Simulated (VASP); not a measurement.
Al: single point with LDA

The system is Al.

```
Al
1.0
     0.00000    2.02398    2.06446
     2.02398    0.00000    2.06446
     2.02398    2.02398    0.00000
Al
1
Cartesian
  0.0000 0.0000 0.0000
```

This cell differs from its parent crystal: zz strain of +2 %.

```
Program                : VASP 6.6.1
Task                   : single point
Functional             : LDA
Potentials or basis    : VASP PAW LDA potentials, release 64 (Al)
Cutoff                 : 520 eV
k mesh                 : 17 × 17 × 17
Occupations            : fermi-dirac, width 0.03 eV
Spin                   : no spin polarisation
Dipole correction      : no
Further INCAR settings : ALGO = Normal; EDIFF = 1e-06; NBANDS = 8
```

```
Pressure : -4.8 GPa
```

Stress tensor (GPa, compression positive):
```
-5.00  0.00  0.00
 0.00 -5.00  0.00
 0.00  0.00 -4.51
```

Levels at points of the mesh, in eV from the Fermi level:
```tsv
k point	band 1	band 2	band 3	band 4
(0.00, 0.00, 0.00)	-10.92	12.31	12.52	12.52
```

Wall time 51 s on 1 thread of Intel Xeon 8259CL (shared host), peak memory 0.16 GiB.

Caveat: the cell differs from its parent crystal (zz strain of +2 %).
